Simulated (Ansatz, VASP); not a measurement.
# Mo in VASP and in Ansatz

```
Mo
1.0
    -1.60377    1.60377    1.64289
     1.60377   -1.60377    1.64289
     1.60377    1.60377   -1.64289
Mo
1
Direct
  0.00000 0.00000 0.00000
```

Change from the starting cell: strain +0.025 along x and y, +0.050 along z, atoms carried along.

Alike in both runs: task single point; functional PBEsol; k mesh 26 × 26 × 26; occupations gaussian, width 0.15 eV; no spin polarisation.

|  | VASP | Ansatz |
| --- | --- | --- |
| version | VASP 6.6.1 | Ansatz 0.2.0 |
| potentials or method | VASP PAW PBE potentials, release 64 (Mo_sv), cutoff 520 eV | scalar-relativistic, plane waves, PAW |
| valence electrons in the cell | 14 | 14 |

```csv
,VASP,Ansatz,Ansatz less VASP
gap on the k mesh at the Fermi level (eV),none,none,-
pressure (GPa),-21.9,-22.2,-0.35
"traceless stress, the component that is largest in VASP (GPa)",-4.11,-4.10,+0.003
```

VASP's potentials were made for PBE, not for PBEsol. A gap of «none» marks a metal or a gap that the smearing closes. With one functional, cell and mesh, what is left measures potentials, basis and numerics.
